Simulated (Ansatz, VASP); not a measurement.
## Two plane-wave programs on HfB

```
CELL_PARAMETERS angstrom
0.00000 2.41203 2.41203
2.41203 0.00000 2.41203
2.41203 2.41203 0.00000
ATOMIC_POSITIONS crystal
Hf 0.50000 0.50000 0.50000
B 0.00000 0.00000 0.00000
```

Alike in both runs: functional r2SCAN; k mesh 12 × 12 × 12; occupations fermi-dirac, width 0.05 eV; no spin polarisation.

Ansatz relaxed the structure, and its values are those at the end. VASP's run is a single point on that final structure, the one shown.

|  | VASP | Ansatz |
| --- | --- | --- |
| version | VASP 6.6.1 | Ansatz 0.2.0 |
| potentials or method | VASP PAW PBE potentials, release 64 (Hf_pv, B) | PAW with Ansatz's default frozen-core files, scalar-relativistic |
| plane-wave cutoff (eV) | 550 | 500 |
| valence electrons in the cell | 13 | 29 |

```csv
,VASP,Ansatz,Ansatz less VASP
pressure (GPa),-0.2,0.0,+0.16
```

VASP's potentials were made for PBE, not for r2SCAN. With one functional, cell and mesh, what is left measures potentials, basis and numerics. VASP's potentials hold 13 valence electrons a cell and Ansatz's 29, so a difference there can come from the potentials and not from the codes.

Spin-orbit coupling is off throughout.
